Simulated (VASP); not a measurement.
# ScTa3F (P4/mmm) in VASP: further runs, part 2 of 2

VASP 6.6.1. The steps go on from the part before.

## (4) Single point, PBE

This run uses another cell than the first one, of 19.50 Å³/atom.

Input file INCAR:

```
PREC = Accurate
ENCUT = 520
EDIFF = 1E-6
ISMEAR = 0
SIGMA = 0.1
LREAL = False
LASPH = True
NELM = 60
ALGO = Normal
ISIF = 2
LWAVE = False
LCHARG = False
GGA = PE
NBANDS = 34
```

Input file KPOINTS:

```
Automatic mesh
0
Gamma
  4 4 4
```

Input file POSCAR:

```
ScTa3F
1.0
    4.0269344000      0.0000000000      0.0000000000
    0.0000000000      4.0269344000      0.0000000000
    0.0000000000      0.0000000000      6.0119049800
Sc Ta F
1 3 1
Direct
    0.0000000000      0.0000000000      0.5000000000
    0.5000000000      0.5000000000      0.2154877700
    0.5000000000      0.5000000000      0.7845122300
    0.0000000000      0.0000000000      0.0000000000
    0.5000000000      0.5000000000      0.5000000000
```

Potentials or basis: VASP PAW PBE potentials, release 64 (Sc_sv, Ta_pv, F).

Started as:

```console
> cat potpaw_PBE.64/Sc_sv/POTCAR potpaw_PBE.64/Ta_pv/POTCAR potpaw_PBE.64/F/POTCAR > POTCAR
> mpirun -np 1 vasp_std > vasp.out
```

OUTCAR:

```text
PREC = Accurate
   ENCUT = 520
   EDIFF = 1E-6
   ISMEAR = 0
   LREAL = False
   LASPH = True
   NELM = 60
   ISIF = 2
   GGA = PE

 ion  position               nearest neighbor table
   1  0.000  0.000  0.500-   4 3.01   4 3.01   2 3.32   3 3.32   2 3.32   3 3.32   2 3.32   3 3.32
                             2 3.32   3 3.32
   2  0.500  0.500  0.215-   5 1.71   3 2.59   4 3.13   4 3.13   4 3.13   4 3.13   1 3.32   1 3.32
                             1 3.32   1 3.32   3 3.42
   3  0.500  0.500  0.785-   5 1.71   2 2.59   4 3.13   4 3.13   4 3.13   4 3.13   1 3.32   1 3.32
                             1 3.32   1 3.32   2 3.42
   4  0.000  0.000  0.000-   1 3.01   1 3.01   3 3.13   2 3.13   2 3.13   3 3.13   2 3.13   3 3.13
                             2 3.13   3 3.13
   5  0.500  0.500  0.500-   2 1.71   3 1.71

  LATTYP: Found a simple tetragonal cell.
 ALAT       =     4.0269344000
 C/A-ratio  =     1.4929234954

  Lattice vectors:

 A1 = (   4.0269344000,   0.0000000000,   0.0000000000)
 A2 = (   0.0000000000,   4.0269344000,   0.0000000000)
 A3 = (   0.0000000000,   0.0000000000,   6.0119049800)

Analysis of symmetry for initial positions (statically):
=====================================================================
 Subroutine PRICEL returns:
 Original cell was already a primitive cell.

 Routine SETGRP: Setting up the symmetry group for a
 simple tetragonal supercell.

 Subroutine GETGRP returns: Found 16 space group operations
 (whereof 16 operations were pure point group operations)
 out of a pool of 16 trial point group operations.

The static configuration has the point symmetry D_4h.

Analysis of symmetry for dynamics (positions and initial velocities):
=====================================================================
 Subroutine PRICEL returns:
 Original cell was already a primitive cell.

 Routine SETGRP: Setting up the symmetry group for a
 simple tetragonal supercell.

 Subroutine GETGRP returns: Found 16 space group operations
 (whereof 16 operations were pure point group operations)
 out of a pool of 16 trial point group operations.

The dynamic configuration has the point symmetry D_4h.

 Subroutine INISYM returns: Found 16 space group operations
 (whereof 16 operations are pure point group operations),
 and found     1 'primitive' translations

----------------------------------------------------------------------------------------

                                     Primitive cell

  volume of cell :      97.4903

  direct lattice vectors                    reciprocal lattice vectors
     4.026934400  0.000000000  0.000000000     0.248327860  0.000000000  0.000000000
     0.000000000  4.026934400  0.000000000     0.000000000  0.248327860  0.000000000
     0.000000000  0.000000000  6.011904980     0.000000000  0.000000000  0.166336628

  length of vectors
     4.026934400  4.026934400  6.011904980     0.248327860  0.248327860  0.166336628

  position of ions in fractional coordinates (direct lattice)
     0.000000000  0.000000000  0.500000000
     0.500000000  0.500000000  0.215487770
     0.500000000  0.500000000  0.784512230
     0.000000000  0.000000000  0.000000000
     0.500000000  0.500000000  0.500000000

  ion indices of the primitive-cell ions
   primitive index   ion index
[... 33 lines left out ...]
            Coordinates               Weight
  0.000000  0.000000  0.000000      1.000000
  0.250000  0.000000  0.000000      4.000000
  0.500000  0.000000  0.000000      2.000000
  0.250000  0.250000  0.000000      4.000000
  0.500000  0.250000  0.000000      4.000000
  0.500000  0.500000  0.000000      1.000000
[... 10 lines left out ...]
  0.500000  0.250000  0.500000      4.000000
  0.500000  0.500000  0.500000      1.000000
   k-points           NKPTS =     18   k-points in BZ     NKDIM =     18   number of bands    NBANDS=     34
   number of dos      NEDOS =    301   number of ions     NIONS =      5
   total plane-waves  NPLWV =  43200
   dimension x,y,z NGX =    30 NGY =   30 NGZ =   48
   dimension x,y,z NGXF=    60 NGYF=   60 NGZF=   96
   ions per type =               1   3   1
   NGX,Y,Z   is equivalent  to a cutoff of  12.39, 12.39, 13.27 a.u.
   NGXF,Y,Z  is equivalent  to a cutoff of  24.77, 24.77, 26.55 a.u.
 SYSTEM =  unknown system
   PREC   = accura    normal or accurate (medium, high low for compatibility)
   ISTART =      0    job   : 0-new  1-cont  2-samecut
   ICHARG =      2    charge: 1-file 2-atom 10-const
   ISPIN  =      1    spin polarized calculation?
   LNONCOLLINEAR =      F non collinear calculations
   LSORBIT =      F    spin-orbit coupling
   LASPH  =      T    aspherical Exc in radial PAW
   ENCUT  =  520.0 eV  38.22 Ry    6.18 a.u.   7.49  7.49 11.18*2*pi/ulx,y,z
   NELM   =     60;   NELMIN=  2; NELMDL= -5     # of ELM steps
   EDIFF  = 0.1E-05   stopping-criterion for ELM
   LREAL  =      F    real-space projection
   EDIFFG = 0.1E-04   stopping-criterion for IOM
   NSW    =      0    number of steps for IOM
   IBRION =     -1    ionic relax: 0-MD 1-quasi-New 2-CG
   NFREE  =      0    steps in history (QN), initial steepest desc. (CG)
   ISIF   =      2    stress and relaxation
   ISYM   =      2    0-nonsym 1-usesym 2-fastsym
   POTIM  = 0.5000    time-step for ionic-motion
   TEBEG  =    0.0;   TEEND  =   0.0 temperature during run
   PSTRESS=    0.0 pullay stress
   NELECT =      51.0000    total number of electrons
   NUPDOWN=      -1.0000    fix difference up-down
   EMIN   =  10.00;   EMAX   =-10.00  energy-range for DOS
   EFERMI =   0.00;   METHOD = LEGACY
   ISMEAR =     0;   SIGMA  =   0.10  broadening in eV -4-tet -1-fermi 0-gaus
   EFERMI_NEDOS =   21; number of points for ismear=-14 and -15
   IALGO  =     38    algorithm
   IMIX   =      4    mixing-type and parameters
     AMIX     =   0.40;   BMIX     =  1.00
     AMIX_MAG =   1.60;   BMIX_MAG =  1.00
  volume/ion in A,a.u.               =      19.50       131.58
  Fermi-wavevector in a.u.,A,eV,Ry     =   1.319100  2.492738 23.674485  1.740026
  Thomas-Fermi vector in A             =   2.449023
   LORBIT       =      0    0 simple, 1 ext, 2 COOP (PROOUT), +10 PAW based schemes
   GGA     = PE    functional components
   LHFCALC =     F    Hartree Fock is set to
   AEXX    =    0.0000 exact exchange contribution
   IVDW    =     0    specifies the selected vdW correction
   LEPSILON=     F    determine dielectric tensor
   LRPA    =     F    only Hartree local field effects (RPA)
 non-spin polarized calculation
 Gauss-broadening in eV      SIGMA  =   0.10
  energy-cutoff  :      520.00
  volume of cell :       97.49
 maximum number of plane-waves:      2654
 NGX is ok and might be reduce to    30
   NGX = 15   NGY = 15   NGZ = 23

 number of electron      50.9999987 magnetization

 Free energy of the ion-electron system (eV)
  ---------------------------------------------------
  ext. energy  EPLUGINS =         0.00000000
  ---------------------------------------------------
  free energy    TOTEN  =       -39.93107409 eV

  energy without entropy =      -39.90536314  energy(sigma->0) =      -39.91821862

 E-fermi :   4.5421     XC(G=0): -11.1059

 val. band max:        4.5301371197   @ k =   0.5000   0.5000   0.0000
 cond. band min:       4.5604792314   @ k =   0.5000   0.5000   0.2500
 fundamental gap:      0.0303421117
 Fermi energy:         4.5421394235

 k-point     1 :       0.0000    0.0000    0.0000
  band No.  band energies     occupation
      1     -45.1084      2.00000
      2     -32.7048      2.00000
      3     -30.7654      2.00000
      4     -30.1369      2.00000
      5     -30.1369      2.00000
      6     -29.9356      2.00000
[... 655 lines left out ...]
     33       7.0019      0.00000
     34       7.1424      0.00000

------------------------ aborting loop because EDIFF is reached ----------------------------------------

  FORCE on cell =-STRESS in cart. coord.  units (eV):
  Direction    XX          YY          ZZ          XY          YZ          ZX
  --------------------------------------------------------------------------------------
  -------------------------------------------------------------------------------------
  Total      -10.0183322    -10.0183322     44.7249953      0.0000000     -0.0000000      0.0000000
  in kB     -164.6435766   -164.6435766    735.0208672      0.0000000     -0.0000000      0.0000000
  external PRESSURE =     135.2445713 kB  Pullay stress =       0.0000000 kB

 VOLUME and BASIS-vectors are now :
 -----------------------------------------------------------------------------
  energy-cutoff  :      520.00
  volume of cell :       97.49
      direct lattice vectors                 reciprocal lattice vectors
     4.026934400  0.000000000  0.000000000     0.248327860  0.000000000  0.000000000
     0.000000000  4.026934400  0.000000000     0.000000000  0.248327860  0.000000000
     0.000000000  0.000000000  6.011904980     0.000000000  0.000000000  0.166336628

 POSITION                                       TOTAL-FORCE (eV/Angst)
 -----------------------------------------------------------------------------------
      0.00000      0.00000      3.00595        -0.000000     -0.000000      0.000000
      2.01347      2.01347      1.29549        -0.000000      0.000000    -12.382719
      2.01347      2.01347      4.71641         0.000000      0.000000     12.382719
      0.00000      0.00000      0.00000        -0.000000     -0.000000      0.000000
      2.01347      2.01347      3.00595        -0.000000     -0.000000      0.000000
 -----------------------------------------------------------------------------------
    total drift:                                0.000000      0.000000      0.000000

  FREE ENERGIE OF THE ION-ELECTRON SYSTEM (eV)
  ---------------------------------------------------
  free  energy   TOTEN  =       -39.9310740909 eV

  energy  without entropy=      -39.9053631411  energy(sigma->0) =      -39.91821862
```

stdout:

```text
POSCAR found type information on POSCAR ScTaF
 POSCAR found :  3 types and       5 ions
 scaLAPACK will be used
 LDA part: xc-table for (Slater+PW92), standard interpolation
 POSCAR, INCAR and KPOINTS ok, starting setup
 FFT: planning ... GRIDC
 FFT: planning ... GRID_SOFT
 FFT: planning ... GRID
 WAVECAR not read
 entering main loop
```

It took 94 s on 1 thread of Oxide Virtual Turin-like, shared host; peak memory 0.19 GiB.

What came out:

| Property | Result |
| --- | --- |
| Free energy | -39.9311 eV |
| Pressure | 13.5 GPa |
| Largest force | 12.383 eV/Å |
| Band gap on the k mesh | zero (an odd number of electrons rules out a gap without spin polarisation) |

Forces on the atoms (eV/Å):
```
Sc    0.000   0.000   0.000
Ta    0.000   0.000 -12.383
Ta    0.000   0.000  12.383
Ta    0.000   0.000   0.000
F     0.000   0.000   0.000
```

Levels at points of the mesh, in eV from the Fermi level:
| k point | band 23 | band 24 | band 25 | band 26 | band 27 | band 28 |
| --- | --- | --- | --- | --- | --- | --- |
| (0.00, 0.00, 0.00) | -0.25 | 0.05 | 0.05 | 0.24 | 0.37 | 0.37 |
| (0.50, 0.00, 0.00) | -1.26 | -0.27 | -0.11 | 0.27 | 0.59 | 1.48 |
| (0.50, 0.50, 0.00) | -1.19 | -0.33 | -0.01 | 0.44 | 0.87 | 0.87 |
| (0.00, 0.00, 0.50) | -0.80 | -0.80 | -0.63 | 0.40 | 0.83 | 0.83 |
| (0.50, 0.00, 0.50) | -1.14 | -0.99 | -0.54 | 1.12 | 1.16 | 1.54 |
| (0.50, 0.50, 0.50) | -0.67 | -0.67 | -0.38 | -0.38 | -0.18 | 1.27 |

Caveat: the k points lie up to 0.39 Å⁻¹ apart, too coarse for converged energies and pressures of a metal; spin-orbit coupling is left out, which moves the levels of the heavy elements; forces of over 1 eV/Å act on the atoms, so gaps and moduli don't describe the material at rest.

## (5) The runs side by side

```tsv
cell	k mesh	gap on the mesh (eV)	pressure (GPa)	largest force (eV/Å)
a = 3.358, b = 3.358, c = 7.494 Å, 5 atoms, atomic positions A	4 × 4 × 4	none	0.1	0.03
a = 3.329, b = 3.329, c = 7.600 Å, 5 atoms, atomic positions B	6 × 6 × 2	none	0.1	0.02
a = 4.027, b = 4.027, c = 6.012 Å, 5 atoms, atomic positions C	4 × 4 × 4	none	13.5	12.38
```

Alike in all rows: task single point; level PBE; potentials or basis VASP PAW PBE potentials, release 64 (Sc_sv, Ta_pv, F); no spin polarisation; cutoff (eV) 520; smearing gaussian 0.1 eV.

Caveats: all runs use coarse meshes; spin-orbit coupling is left out, which moves the levels of the heavy elements; forces of over 1 eV/Å act on the atoms, so gaps and moduli don't describe the material at rest (at least some runs).

Absolute energies hang on the potentials; compare differences alone.

The gap in the log of VASP goes by the Fermi energy; the results here count the filled bands.